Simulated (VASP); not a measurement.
# Pd (Fd-3m) in VASP: notebook, part 2 of 2

VASP 6.6.1. Earlier steps stand in the parts before.

### 4 Single point, BLYP, collinear spin (28.15 Å³/atom)

This run uses another cell than the first one, of 28.15 Å³/atom.

Contents of INCAR:

```
SYSTEM = Pd
AGGAC = 1.0
AGGAX = 1.0
ALDAC = 0.0
ALDAX = 1.0
ALGO = Normal
EDIFF = 1E-6
ENCUT = 500
GGA = B5
GGA_COMPAT = .FALSE.
ISIF = 2
ISMEAR = -1
ISPIN = 2
LASPH = .TRUE.
LCHARG = .FALSE.
LMAXMIX = 4
LORBIT = 11
LREAL = .FALSE.
LWAVE = .FALSE.
MAGMOM = 0.423 0.423
NBANDS = 21
NELM = 200
PREC = Accurate
SIGMA = 0.05
```

Contents of KPOINTS:

```
k-points
0
G
  10 10 10
  0 0 0
```

Contents of POSCAR:

```
Pd
1.0
    0.0000000000      3.0419353017      3.0419353017
    3.0419353017      0.0000000000      3.0419353017
    3.0419353017      3.0419353017      0.0000000000
Pd
2
Direct
    0.1250000000      0.1250000000      0.1250000000
    0.8750000000      0.8750000000      0.8750000000
```

Potentials or basis: VASP PAW PBE potentials, release 64 (Pd).

Run with:

```sh
> cat potpaw_PBE.64/Pd/POTCAR > POTCAR
> mpirun -np 1 vasp_std > vasp.out
```

OUTCAR:

```text
SYSTEM = Pd
   EDIFF = 1E-6
   ENCUT = 500
   GGA = B5
   ISIF = 2
   ISMEAR = -1
   ISPIN = 2
   LASPH = .TRUE.
   LORBIT = 11
   LREAL = .FALSE.
   NELM = 200
   PREC = Accurate

 ion  position               nearest neighbor table
   1  0.125  0.125  0.125-   2 2.63   2 2.63   2 2.63   2 2.63
   2  0.875  0.875  0.875-   1 2.63   1 2.63   1 2.63   1 2.63

  LATTYP: Found a face centered cubic cell.
 ALAT       =     6.0838706034

  Lattice vectors:

 A1 = (   0.0000000000,   3.0419353017,   3.0419353017)
 A2 = (   3.0419353017,   0.0000000000,   3.0419353017)
 A3 = (   3.0419353017,   3.0419353017,   0.0000000000)

Analysis of symmetry for initial positions (statically):
=====================================================================
 Subroutine PRICEL returns:
 Original cell was already a primitive cell.

 Routine SETGRP: Setting up the symmetry group for a
 face centered cubic supercell.

 Subroutine GETGRP returns: Found 48 space group operations
 (whereof 12 operations were pure point group operations)
 out of a pool of 48 trial point group operations.

The static configuration has the point symmetry D_3d.
 The point group associated with its full space group is O_h .

Analysis of symmetry for dynamics (positions and initial velocities):
=====================================================================
 Subroutine PRICEL returns:
 Original cell was already a primitive cell.

 Routine SETGRP: Setting up the symmetry group for a
 face centered cubic supercell.

 Subroutine GETGRP returns: Found 48 space group operations
 (whereof 12 operations were pure point group operations)
 out of a pool of 48 trial point group operations.

The dynamic configuration has the point symmetry D_3d.
 The point group associated with its full space group is O_h .

Analysis of structural, dynamic, and magnetic symmetry:
=====================================================================
 Subroutine PRICEL returns:
 Original cell was already a primitive cell.

 Routine SETGRP: Setting up the symmetry group for a
 face centered cubic supercell.

 Subroutine GETGRP returns: Found 48 space group operations
[... 147 lines left out ...]
  free energy    TOTEN  =        -7.19651756 eV

  energy without entropy =       -7.15253803  energy(sigma->0) =       -7.17452780

 E-fermi :   3.0476     XC(G=0):  -8.6809

 val. band max:        3.0452172012   @ k =  -0.3000   0.3000   0.1000
 cond. band min:       3.0489522246   @ k =   0.5000   0.2000   0.0000
 fundamental gap:      0.0037350234
 Fermi energy:         3.0475812213

 spin component 1

 k-point     1 :       0.0000    0.0000    0.0000
  band No.  band energies     occupation
      1      -0.7520      1.00000
      2       0.2175      1.00000
      3       0.2175      1.00000
      4       0.2730      1.00000
      5       0.2730      1.00000
      6       0.2730      1.00000
[... 565 lines left out ...]
     20      20.5906      0.00000
     21      21.5191      0.00000

 [... further k-points ...]

 spin component 2

 k-point     1 :       0.0000    0.0000    0.0000
  band No.  band energies     occupation
      1      -0.7055      1.00000
      2       0.4528      1.00000
      3       0.4528      1.00000
      4       0.5444      1.00000
      5       0.5444      1.00000
      6       0.5444      1.00000
[... 565 lines left out ...]
     20      20.6270      0.00000
     21      21.5806      0.00000

 [... further k-points ...]

------------------------ aborting loop because EDIFF is reached ----------------------------------------

  FORCE on cell =-STRESS in cart. coord.  units (eV):
  Direction    XX          YY          ZZ          XY          YZ          ZX
  --------------------------------------------------------------------------------------
  -------------------------------------------------------------------------------------
  Total       -1.1941678     -1.1941678     -1.1941678      0.0000000     -0.0000000     -0.0000000
  in kB      -33.9856853    -33.9856853    -33.9856853      0.0000000     -0.0000000     -0.0000000
  external PRESSURE =     -33.9856853 kB  Pullay stress =       0.0000000 kB

 VOLUME and BASIS-vectors are now :
 -----------------------------------------------------------------------------
  energy-cutoff  :      500.00
  volume of cell :       56.30
      direct lattice vectors                 reciprocal lattice vectors
     0.000000000  3.041935302  3.041935302    -0.164369045  0.164369045  0.164369045
     3.041935302  0.000000000  3.041935302     0.164369045 -0.164369045  0.164369045
     3.041935302  3.041935302  0.000000000     0.164369045  0.164369045 -0.164369045

 POSITION                                       TOTAL-FORCE (eV/Angst)
 -----------------------------------------------------------------------------------
      0.76048      0.76048      0.76048        -0.000000     -0.000000     -0.000000
      5.32339      5.32339      5.32339         0.000000      0.000000      0.000000
 -----------------------------------------------------------------------------------
    total drift:                                0.000000      0.000000     -0.000000

  FREE ENERGIE OF THE ION-ELECTRON SYSTEM (eV)
  ---------------------------------------------------
  free  energy   TOTEN  =        -7.1965175626 eV

  energy  without entropy=       -7.1525380335  energy(sigma->0) =       -7.17452780

 total charge

# of ion       s       p       d       tot
------------------------------------------
    1        0.427   0.206   8.525   9.158
    2        0.427   0.206   8.525   9.158
--------------------------------------------------
tot          0.854   0.412  17.050  18.316

 magnetization (x)

# of ion       s       p       d       tot
------------------------------------------
    1       -0.004  -0.001   0.425   0.421
    2       -0.004  -0.001   0.425   0.421
--------------------------------------------------
tot         -0.007  -0.001   0.851   0.843
```

OSZICAR:

```text
N       E                     dE             d eps       ncg     rms          rms(c)
DAV:   1     0.990893856944E+02    0.99089E+02   -0.87360E+03  3948   0.802E+02
DAV:   2    -0.508428695289E+01   -0.10417E+03   -0.95190E+02  4414   0.187E+02
DAV:   3    -0.729839630318E+01   -0.22141E+01   -0.21952E+01  4683   0.289E+01
DAV:   4    -0.732080112931E+01   -0.22405E-01   -0.22402E-01  4951   0.274E+00
DAV:   5    -0.732117381520E+01   -0.37269E-03   -0.37268E-03  4734   0.361E-01    0.460E+00
DAV:   6    -0.721261527895E+01    0.10856E+00   -0.47622E-01  4278   0.507E+00    0.242E+00
DAV:   7    -0.720023283186E+01    0.12382E-01   -0.22300E-02  4238   0.106E+00    0.143E+00
DAV:   8    -0.719637641200E+01    0.38564E-02   -0.55116E-03  4526   0.506E-01    0.176E-01
DAV:   9    -0.719642892330E+01   -0.52511E-04   -0.15188E-04  4933   0.636E-02    0.535E-02
DAV:  10    -0.719650611294E+01   -0.77190E-04   -0.37374E-05  4173   0.377E-02    0.277E-02
DAV:  11    -0.719651548546E+01   -0.93725E-05   -0.10926E-05  4259   0.188E-02    0.170E-02
DAV:  12    -0.719651732908E+01   -0.18436E-05   -0.76574E-07  3796   0.575E-03    0.401E-03
DAV:  13    -0.719651756261E+01   -0.23352E-06   -0.15957E-07  3214   0.281E-03
   1 F= -.71965176E+01 E0= -.71745278E+01  d E =-.439795E-01  mag=     0.8589
```

Run time: 42 s. Hardware: 1 thread of Intel Xeon Platinum 8488C (Sapphire Rapids), shared host; peak memory 0.24 GiB.

What came out:

```yaml
Free_energy: -7.1965 eV
Pressure: -3.4 GPa
Net_moment: 0.86 μB per cell
Site_moments: Pd +0.42 μB
Valence_electrons_inside_the_program's_atomic_spheres: Pd 9.16
```

Levels at points of the mesh, in eV from the Fermi level:
Spin up:
```csv
k point,band 9,band 10,band 11,band 12,band 13,band 14
"(0.00, 0.00, 0.00)",-1.27,-0.37,-0.37,10.43,10.43,10.43
"(0.50, 0.00, 0.00)",-0.51,-0.51,0.44,0.94,7.69,7.69
"(0.50, 0.50, 0.00)",-0.37,-0.37,1.70,1.70,4.67,4.67
```
Spin down:
```
           k point  band 6  band 7  band 8  band 9  band 10  band 11  band 12  band 13  band 14  band 15
(0.00, 0.00, 0.00)   -2.50   -0.96   -0.96   -0.96    -0.08    -0.08    10.52    10.52    10.52    11.07
(0.50, 0.00, 0.00)   -2.38   -0.74   -0.74   -0.18    -0.18     0.48     1.17     7.76     7.76    10.60
(0.50, 0.50, 0.00)   -1.48   -1.36   -1.36   -0.03    -0.03     1.85     1.85     4.71     4.71     8.97
```

Caveat: the cell stands under tension; the PAW data sets were made with another functional, which shifts forces and pressure a little.

### 5 Single point, BLYP, collinear spin (29.19 Å³/atom)

This run uses another cell than the first one, of 29.19 Å³/atom.

Contents of INCAR:

```
SYSTEM = Pd
PREC     = Accurate       ! precision mode
ENCUT    = 500            ! plane-wave cutoff, eV
EDIFF    = 1E-6           ! SCF threshold, eV
ISMEAR   = -1             ! smearing method
SIGMA    = 0.05           ! smearing width, eV
LREAL    = .False.        ! projectors in reciprocal space
LASPH    = .True.         ! aspherical terms in the spheres
NELM     = 200            ! most SCF steps
ALGO     = Normal         ! electronic algorithm
ISIF     = 2              ! what is computed and relaxed
LWAVE    = .False.        ! write WAVECAR
LCHARG   = .True.         ! write CHGCAR
ISPIN    = 2              ! spin polarisation
MAGMOM   = 0.423 0.423    ! initial moments
LORBIT   = 11             ! projections on sites
LMAXMIX  = 4              ! l up to which the mixer works
GGA      = B5             ! functional
ALDAX    = 1.0          
AGGAX    = 1.0          
AGGAC    = 1.0          
ALDAC    = 0.0          
LELF     = .True.         ! ELF
LVHAR    = .True.       
NBANDS   = 21             ! bands
GGA_COMPAT= .False.
```

Contents of KPOINTS:

```
regular mesh
0
Gamma
  10 10 10
  0 0 0
```

Contents of POSCAR:

```
Pd
1.0
    0.0000000000      3.0790357301      3.0790357301
    3.0790357301      0.0000000000      3.0790357301
    3.0790357301      3.0790357301      0.0000000000
Pd
2
Direct
    0.1250000000      0.1250000000      0.1250000000
    0.8750000000      0.8750000000      0.8750000000
```

Run with:

```sh
> cat potpaw_PBE.64/Pd/POTCAR > POTCAR
> mpirun -np 1 vasp_std > vasp.out
```

Wall time 41 s (1 thread of Intel Xeon Platinum 8488C (Sapphire Rapids), shared host); peak memory 0.24 GiB.

Results (log left out):

```yaml
Free_energy: -7.1448 eV
Pressure: -4.5 GPa
Net_moment: 0.84 μB per cell
Site_moments: Pd +0.41 μB
Valence_electrons_inside_the_program's_atomic_spheres: Pd 9.13
```

Levels at points of the mesh, in eV from the Fermi level:
Spin up:
| k point | band 9 | band 10 | band 11 | band 12 | band 13 | band 14 |
| --- | --- | --- | --- | --- | --- | --- |
| (0.00, 0.00, 0.00) | -1.20 | -0.36 | -0.36 | 10.17 | 10.17 | 10.17 |
| (0.50, 0.00, 0.00) | -0.49 | -0.49 | 0.53 | 0.90 | 7.53 | 7.53 |
| (0.50, 0.50, 0.00) | -0.36 | -0.36 | 1.67 | 1.67 | 4.64 | 4.64 |
Spin down:
```tsv
k point	band 7	band 8	band 9	band 10	band 11	band 12	band 13	band 14
(0.00, 0.00, 0.00)	-0.91	-0.91	-0.91	-0.08	-0.08	10.25	10.25	10.25
(0.50, 0.00, 0.00)	-0.70	-0.70	-0.17	-0.17	0.56	1.13	7.60	7.60
(0.50, 0.50, 0.00)	-1.29	-1.29	-0.03	-0.03	1.81	1.81	4.67	4.67
```

Caveat: the cell stands under tension; the PAW data sets were made with another functional, which shifts forces and pressure a little.

### 6 Relaxation of cell and atoms, BLYP, collinear spin

This run uses another cell than the first one, of 19.86 Å³/atom.

Contents of INCAR:

```
AGGAC = 1.0
AGGAX = 1.0
ALDAC = 0.0
ALDAX = 1.0
ALGO = Normal
EDIFF = 1E-7
EDIFFG = -0.01
ENCUT = 500
GGA = B5
GGA_COMPAT = False
IBRION = 2
ISIF = 3
ISMEAR = -1
ISPIN = 2
LASPH = True
LCHARG = False
LMAXMIX = 4
LORBIT = 11
LREAL = False
LWAVE = False
MAGMOM = 0.5 0.5
NELM = 200
NELMIN = 4
NSW = 80
PREC = Accurate
SIGMA = 0.05
```

Contents of KPOINTS:

```
k-points
0
Gamma
  10 10 10
```

Contents of POSCAR:

```
Pd
1.0
    0.0000000000      2.7082278367      2.7082278367
    2.7082278367      0.0000000000      2.7082278367
    2.7082278367      2.7082278367      0.0000000000
Pd
2
Direct
    0.1250000000      0.1250000000      0.1250000000
    0.8750000000      0.8750000000      0.8750000000
```

Potentials or basis: VASP PAW PBE potentials, release 64 (Pd).

Run with:

```sh
> cat potpaw_PBE.64/Pd/POTCAR > POTCAR
> mpirun -np 1 vasp_std > vasp.out
```

OUTCAR:

```text
EDIFF = 1E-7
   EDIFFG = -0.01
   ENCUT = 500
   GGA = B5
   IBRION = 2
   ISIF = 3
   ISMEAR = -1
   ISPIN = 2
   LASPH = True
   LORBIT = 11
   LREAL = False
   NELM = 200
   NELMIN = 4
   NSW = 80
   PREC = Accurate

 ion  position               nearest neighbor table
   1  0.125  0.125  0.125-   2 2.35   2 2.35   2 2.35   2 2.35
   2  0.875  0.875  0.875-   1 2.35   1 2.35   1 2.35   1 2.35

  LATTYP: Found a face centered cubic cell.
 ALAT       =     5.4164556734

  Lattice vectors:

 A1 = (   0.0000000000,   2.7082278367,   2.7082278367)
 A2 = (   2.7082278367,   0.0000000000,   2.7082278367)
 A3 = (   2.7082278367,   2.7082278367,   0.0000000000)

Analysis of symmetry for initial positions (statically):
=====================================================================
 Subroutine PRICEL returns:
 Original cell was already a primitive cell.

 Routine SETGRP: Setting up the symmetry group for a
 face centered cubic supercell.

 Subroutine GETGRP returns: Found 48 space group operations
 (whereof 12 operations were pure point group operations)
 out of a pool of 48 trial point group operations.

The static configuration has the point symmetry D_3d.
 The point group associated with its full space group is O_h .

[... 1157 lines left out ...]
  free  energy   TOTEN  =        -7.2401466968 eV

  energy  without entropy=       -7.2002793639  energy(sigma->0) =       -7.22021303

[... ionic steps 4 to 16 ...]

--------------------------------------- Ionic step       17  -------------------------------------------

 number of electron      20.0000016 magnetization      -0.8762486

------------------------ aborting loop because EDIFF is reached ----------------------------------------
[... 67 lines left out ...]
--------------------------------------- Ionic step       19  -------------------------------------------

 number of electron      20.0000016 magnetization      -0.8762344

 Free energy of the ion-electron system (eV)
  ---------------------------------------------------
  ext. energy  EPLUGINS =         0.00000000
  ---------------------------------------------------
  free energy    TOTEN  =        -7.24024123 eV

  energy without entropy =       -7.20061709  energy(sigma->0) =       -7.22042916

 E-fermi :   3.7757     XC(G=0):  -9.0628

 val. band max:        3.7744170182   @ k =   0.1000   0.1000   0.0000
 cond. band min:       3.7789867335   @ k =  -0.4000   0.2000   0.0000
 fundamental gap:      0.0045697153
 Fermi energy:         3.7756858834

 spin component 1

 k-point     1 :       0.0000    0.0000    0.0000
  band No.  band energies     occupation
      1      -0.3446      1.00000
      2       0.8499      1.00000
      3       0.8499      1.00000
      4       0.9743      1.00000
      5       0.9743      1.00000
      6       0.9743      1.00000
      7       2.6829      1.00000
      8       2.6829      1.00000
      9       2.6829      1.00000
     10       3.7067      0.79891
     11       3.7067      0.79891
     12      14.8982      0.00000
[... 882 lines left out ...]
  FREE ENERGIE OF THE ION-ELECTRON SYSTEM (eV)
  ---------------------------------------------------
  free  energy   TOTEN  =        -7.2402412263 eV

  energy  without entropy=       -7.2006170866  energy(sigma->0) =       -7.22042916

 reached required accuracy - stopping structural energy minimisation

 total charge

# of ion       s       p       d       tot
------------------------------------------
    1        0.457   0.247   8.532   9.236
    2        0.457   0.247   8.532   9.236
--------------------------------------------------
tot          0.914   0.494  17.064  18.472

 magnetization (x)

# of ion       s       p       d       tot
------------------------------------------
    1        0.005   0.001  -0.436  -0.431
    2        0.005   0.001  -0.436  -0.431
--------------------------------------------------
tot          0.009   0.002  -0.873  -0.861
```

OSZICAR:

```text
N       E                     dE             d eps       ncg     rms          rms(c)
DAV:   1     0.104022279204E+03    0.10402E+03   -0.96180E+03  2820   0.118E+03
DAV:   2    -0.494019137128E+01   -0.10896E+03   -0.10280E+03  3002   0.254E+02
[... 137 lines left out ...]
DAV:   1    -0.724029042648E+01   -0.58251E-04   -0.66561E-04  2925   0.257E-01    0.480E-02
DAV:   2    -0.724024381265E+01    0.46614E-04   -0.26161E-04  2953   0.142E-01    0.178E-02
DAV:   3    -0.724024181480E+01    0.19978E-05   -0.69175E-06  2904   0.244E-02    0.706E-03
DAV:   4    -0.724024153981E+01    0.27499E-06   -0.13940E-07  2625   0.258E-03    0.406E-03
DAV:   5    -0.724024123187E+01    0.30794E-06   -0.12936E-07  2656   0.234E-03    0.422E-04
DAV:   6    -0.724024122627E+01    0.56043E-08   -0.74195E-09  1410   0.619E-04
  19 F= -.72402412E+01 E0= -.72204292E+01  d E =-.205837E-04  mag=    -0.8762
```

Wall time 4.9 min (1 thread of Intel Xeon Platinum 8488C (Sapphire Rapids), shared host); peak memory 0.19 GiB.

Results:

| Property | Result |
| --- | --- |
| Free energy | -7.2402 eV |
| Relaxed volume | 26.02 Å³/atom |
| Relaxed cell | a = 4.190 Å, b = 4.190 Å, c = 4.190 Å, α = 60.00°, β = 60.00°, γ = 60.00° |
| Space group after relaxing (to 0.1 Å) | Fd-3m (No. 227) |
| Energy gained by relaxing | 456.5 meV/atom |
| Ionic steps | 19 |
| Pressure after relaxing | 0.1 GPa |
| Net moment | -0.88 μB per cell |
| Site moments | Pd -0.43 μB |
| Valence electrons inside the program's atomic spheres | Pd 9.24 |

The path:
| step | energy change (eV) | largest force (eV/Å) | pressure (GPa) | volume (Å³) |
| --- | --- | --- | --- | --- |
| 1 | 0.0000 | 0.0000 | 31.15 | 39.73 |
| 2 | -0.4935 | 0.0000 | -7.28 | 66.33 |
| 3 | -0.9129 | 0.0000 | -0.20 | 52.26 |
| 4 | -0.9129 | 0.0000 | 0.10 | 51.99 |
| 5 | -0.9129 | 0.0000 | 0.10 | 51.99 |
| 6 | -0.9129 | 0.0000 | 0.10 | 51.99 |
| 7 | -0.9129 | 0.0000 | 0.10 | 51.99 |
| 8 | -0.9129 | 0.0000 | 0.10 | 51.99 |
| 9 | -0.9129 | 0.0000 | 0.10 | 51.99 |
| 10 | -0.9129 | 0.0000 | 0.10 | 51.99 |
| 11 | -0.9130 | 0.0000 | 0.10 | 51.99 |
| 12 | -0.9130 | 0.0000 | 0.10 | 51.99 |
| 13 | -0.9130 | 0.0000 | 0.10 | 51.99 |
| 14 | -0.9130 | 0.0000 | 0.10 | 51.99 |
| 15 | -0.9130 | 0.0000 | 0.10 | 51.99 |
| 16 | -0.9130 | 0.0000 | 0.10 | 52.00 |
| 17 | -0.9130 | 0.0000 | 0.09 | 52.00 |
| 18 | -0.9130 | 0.0000 | 0.08 | 52.01 |
| 19 | -0.9130 | 0.0000 | 0.06 | 52.03 |

Final structure:
```
Pd
1.0
     0.00000    2.96308    2.96308
     2.96308    0.00000    2.96308
     2.96308    2.96308    0.00000
Pd
2
Direct
  0.12500 0.12500 0.12500
  0.87500 0.87500 0.87500
```

Caveat: the volume moved by over 15 % at a fixed basis, so the end points are rough; the PAW data sets were made with another functional, which shifts forces and pressure a little.

### 7 Overview

| task | cell | gap on the mesh (eV) | pressure (GPa) | moment (μB) |
| --- | --- | --- | --- | --- |
| single point | a = 4.193 Å, angles 60.0°, 2 atoms | none | 0.1 | 0.88 |
| single point | a = 4.248 Å, angles 60.0°, 2 atoms | none | -1.9 | 0.87 |
| single point | a = 4.302 Å, angles 60.0°, 2 atoms | none | -3.4 | 0.86 |
| single point | a = 4.354 Å, angles 60.0°, 2 atoms | none | -4.5 | 0.84 |
| relaxation of cell and atoms | relaxed from a = 3.830 Å, angles 60.0°, 2 atoms | none | 0.1 | 0.88 |

Alike in all rows: level BLYP; potentials or basis VASP PAW PBE potentials, release 64 (Pd); spin collinear; k mesh 10 × 10 × 10; cutoff (eV) 500; smearing fermi-dirac 0.05 eV.

Caveats: the PAW data sets were made with another functional, which shifts forces and pressure a little; the cell stands under tension (at least some runs); the volume moved by over 15 % at a fixed basis, so the end points are rough (at least some runs).

Total energies depend on the potentials used, so only differences within one code and one set of settings carry meaning.
